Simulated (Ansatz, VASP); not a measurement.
# Mg3Sn2N2: VASP beside Ansatz

```
CELL_PARAMETERS angstrom
2.79796 1.61540 4.53411
-2.79796 1.61540 4.53411
0.00000 -3.23081 4.53411
ATOMIC_POSITIONS crystal
Mg 0.00000 0.00000 0.50000
Mg 0.50000 0.00000 0.00000
Mg 0.00000 0.50000 0.00000
Sn 0.34558 0.34558 0.34558
Sn 0.65442 0.65442 0.65442
N 0.00000 0.00000 0.00000
N 0.50000 0.50000 0.50000
```

Change from the starting cell: species swapped into the K2Sn2O3 type (R-3m, No. 166).

Alike in both runs: functional PBE; k mesh 4 × 4 × 4; occupations gaussian, width 0.2 eV; no spin polarisation.

Ansatz relaxed the structure, and its values are those at the end. VASP's run is a single point on that final structure, the one shown.

|  | VASP | Ansatz |
| --- | --- | --- |
| version | VASP 6.6.1 | Ansatz 0.2.0 |
| potentials or method | VASP PAW PBE potentials, release 64 (Mg, Sn_d, N), cutoff 520 eV | scalar-relativistic, plane waves, PAW |
| valence electrons in the cell | 44 | 68 |

```csv
,VASP,Ansatz,Ansatz less VASP
gap on the k mesh at the Fermi level (eV),none,none,-
pressure (GPa),-0.1,0.0,+0.13
rms of the force components (eV/Å),0.002,0.008,+0.0051
```

A gap of «none» marks a metal or a gap that the smearing closes. VASP's potentials hold 44 valence electrons a cell and Ansatz's 68, so a difference there can come from the potentials and not from the codes.
